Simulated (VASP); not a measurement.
Runs of VASP 6.6.1 on PbS. The structure is that of space group Fm-3m (No. 225), or close to it. The cells are those of the table. 

```csv
level,cell,k mesh,smearing,gap on the mesh (eV),pressure (GPa)
r2SCAN,"a = 4.201, b = 4.201, c = 4.161 Å, angles 60.3, 60.3, 59.4°, 2 atoms",8 × 8 × 8,gaussian 0.01 eV,0.59,1.7
PBE,"a = 4.288 Å, angles 60.0°, 2 atoms",4 × 4 × 4,gaussian 0.01 eV,0.58,-1.4
PBE,"a = 4.225, b = 4.225, c = 4.214 Å, angles 60.1, 60.1, 60.2°, 2 atoms",4 × 4 × 4,gaussian 0.01 eV,0.42,0.9
r2SCAN,"a = 4.225, b = 4.225, c = 4.214 Å, angles 60.1, 60.1, 60.2°, 2 atoms",8 × 8 × 8,gaussian 0.01 eV,(a),0.0
r2SCAN,"a = 4.225 Å, angles 60.0°, 2 atoms",8 × 8 × 8,gaussian 0.01 eV,0.70,0.0
PBE,"a = 4.201, b = 4.201, c = 4.161 Å, angles 60.3, 60.3, 59.4°, 2 atoms",8 × 8 × 8,fermi-dirac 0.02 eV,0.34,(b)
PBE,"a = 4.225, b = 4.225, c = 4.214 Å, angles 60.1, 60.1, 60.2°, 2 atoms",8 × 8 × 8,fermi-dirac 0.02 eV,0.42,0.9
```

Alike in all rows: task single point; potentials or basis VASP PAW PBE potentials, release 64 (Pb_d, S); no spin polarisation; cutoff (eV) 520.

Q: Fill in the values left out.

A: (a) 0.68; (b) 2.5.

Caveats: some runs use coarse meshes; spin-orbit coupling is left out, which moves the levels of the heavy elements; the PAW data sets were made with another functional, which shifts forces and pressure a little (some runs).

A k mesh can miss the band edges, and the runs leave out spin-orbit coupling on Pb.
